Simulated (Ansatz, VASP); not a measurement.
**AlN in VASP and in Ansatz**

```
Al N
1.0
     3.01372    0.00000    0.00000
    -1.50686    2.60996    0.00000
     0.00000    0.00000    5.30457
Al N
2 2
Direct
  0.33333 0.66667 0.00000
  0.66667 0.33333 0.50000
  0.33333 0.66667 0.38500
  0.66667 0.33333 0.88500
```

Alike in both runs: task single point; functional PBEsol; k mesh 9 × 9 × 6; occupations gaussian, width 0.05 eV; no spin polarisation.

|  | VASP | Ansatz |
| --- | --- | --- |
| version | VASP 6.6.1 | Ansatz 0.2.0 |
| potentials or method | VASP PAW PBE potentials, release 64 (Al, N), cutoff 520 eV | scalar-relativistic, plane waves, PAW |
| valence electrons in the cell | 16 | 16 |

```tsv
	VASP	Ansatz	Ansatz less VASP
gap on the k mesh at the Fermi level (eV)	3.95	3.94	-0.013
least direct gap on the mesh (eV)	3.95	3.94	-0.013
pressure (GPa)	4.3	4.3	-0.04
traceless stress, the component that is largest in VASP (GPa)	-24.91	-24.59	+0.323
rms of the force components (eV/Å)	0.514	0.506	-0.0082
```

VASP's potentials were made for PBE, not for PBEsol. Atom by atom the forces differ by 0.008 eV/Å (rms over components).
